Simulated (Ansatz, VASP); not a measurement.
**Hg in VASP and in Ansatz**

```
CELL_PARAMETERS angstrom
2.23398 -2.04586 0.00000
2.23398 2.04586 0.00000
-0.34874 0.00000 3.03980
ATOMIC_POSITIONS crystal
Hg 0.50000 0.50000 0.50000
```

Alike in both runs: task single point; functional PBE; k mesh 2 × 2 × 2; occupations gaussian, width 0.1 eV; collinear spin; Hubbard terms Hg d U = 4.5 eV.

|  | VASP | Ansatz |
| --- | --- | --- |
| version | VASP 6.6.1 | Ansatz 0.2.0 |
| potentials or method | VASP PAW PBE potentials, release 64 (Hg) | scalar-relativistic, plane waves, norm-conserving potentials |
| plane-wave cutoff (eV) | 500 | 898 |
| valence electrons in the cell | 12 | 20 |

```csv
,VASP,Ansatz,Ansatz less VASP
gap on the k mesh at the Fermi level (eV),none,none,-
pressure (GPa),8.1,11.7,+3.54
"traceless stress, the component that is largest in VASP (GPa)",4.30,4.21,-0.084
net moment per atom (μB),0.21,0.19,-0.013
size of the moment on the site where the two differ most (μB),0.17,0.15,-0.022
```

Site moments also hang on the region over which each program counts them. The programs project onto different local orbitals, so the same U acts differently, and such runs can settle in different states. A gap of «none» marks a metal or a gap that the smearing closes. VASP's potentials hold 12 valence electrons a cell and Ansatz's 20, so a difference there can come from the potentials and not from the codes. Ansatz's warnings: filled band counts differ across k points.

The k mesh is coarse, so the values compare programs but aren't converged. Neither program's run includes spin-orbit coupling.
